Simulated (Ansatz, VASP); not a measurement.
## Two plane-wave programs on Hf2W

```
Hf W
1.0
     3.80974    0.00000    0.00000
    -1.90487    3.29933    0.00000
     0.00000    0.00000    4.11350
Hf W
2 1
Direct
  0.33333 0.66667 0.50000
  0.66667 0.33333 0.50000
  0.00000 0.00000 0.00000
```

Alike in both runs: task relaxation of cell and atoms; functional PBE; k mesh 6 × 6 × 4; occupations gaussian, width 0.1 eV; no spin polarisation.

|  | VASP | Ansatz |
| --- | --- | --- |
| version | VASP 6.6.1 | Ansatz 0.2.0 |
| potentials or method | VASP PAW PBE potentials, release 64 (Hf_pv, W_sv), cutoff 600 eV | scalar-relativistic, plane waves, PAW |
| valence electrons in the cell | 34 | 66 |

|  | VASP | Ansatz | Ansatz less VASP |
| --- | --- | --- | --- |
| gap on the k mesh at the Fermi level, each at its own relaxed structure (eV) | none | none | - |
| relaxed volume (Å³/atom) | 19.28 | 19.35 | +0.062 |
| relaxed length of the cell vector where the two differ most in proportion (Å) | 4.884 | 4.894 | +0.0104 |

A gap of «none» marks a metal or a gap that the smearing closes. VASP's potentials hold 34 valence electrons a cell and Ansatz's 66, so a difference there can come from the potentials and not from the codes.

The k mesh is coarse, so the values compare programs but aren't converged. Neither program's run includes spin-orbit coupling.
